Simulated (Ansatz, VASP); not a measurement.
## AlP in VASP and in Ansatz

The input INCAR:

```
SYSTEM = AlP
PREC = Accurate ; ENCUT = 500
EDIFF = 1E-6 ; ISMEAR = -1
SIGMA = 0.05 ; LREAL = .FALSE.
LASPH = .TRUE. ; NELM = 120
ALGO = Normal ; ISIF = 2
LWAVE = .FALSE. ; LCHARG = .TRUE.
LELF = .TRUE. ; LVHAR = .TRUE.
NBANDS = 11 ; GGA_COMPAT = .FALSE.
```

Contents of KPOINTS:

```
Automatic mesh
0
G
  12 12 12
  0 0 0
```

File POSCAR:

```
AlP
1.0
    0.0000000000      2.2258215404      2.2258215404
    2.2258215404      0.0000000000      2.2258215404
    2.2258215404      2.2258215404      0.0000000000
Al P
1 1
Direct
    0.0000000000      0.0000000000      0.0000000000
    0.2500000000      0.2500000000      0.2500000000
```

Input for Ansatz:

```yaml
crystal:
  lattice:
    - [0.0, 2.2258215404, 2.2258215404]
    - [2.2258215404, 0.0, 2.2258215404]
    - [2.2258215404, 2.2258215404, 0.0]
  atoms:
    - { symbol: Al, position: [0.0, 0.0, 0.0] }
    - { symbol: P, position: [0.25, 0.25, 0.25] }
kpoints:
  mp_grid: { grid: [12, 12, 12] }
scf:
  occupations: { method: fermi_dirac, width: 0.05 }
hamiltonian:
  xc: lda
  pseudopotentials: { kind: all_electron, datasets: crystal }
output:
  forces: true
  stress: true
  eigenvalues: true
```

Change from the starting cell: volume scaled by 0.55, crystal datasets.

Alike in both runs: task single point; functional LDA; k mesh 12 × 12 × 12; occupations fermi-dirac, width 0.05 eV; no spin polarisation.

```csv
,VASP,Ansatz
version,VASP 6.6.1,Ansatz 0.2.0
potentials or method,"VASP PAW LDA potentials, release 64 (Al, P), cutoff 500 eV","all-electron PAW with datasets made for the crystal, scalar-relativistic"
```

|  | VASP | Ansatz | Ansatz less VASP |
| --- | --- | --- | --- |
| pressure (GPa) | 172.2 | 170.2 | -1.99 |

LDA's correlation is that of Perdew and Zunger in VASP and of Perdew and Wang (1992) in Ansatz. Both programs put the cell under a high pressure, so it lies far from rest at this level. Ansatz ran all-electron here, and VASP with PAW potentials.

Noted on VASP's run: the cell as given lies far from equilibrium.
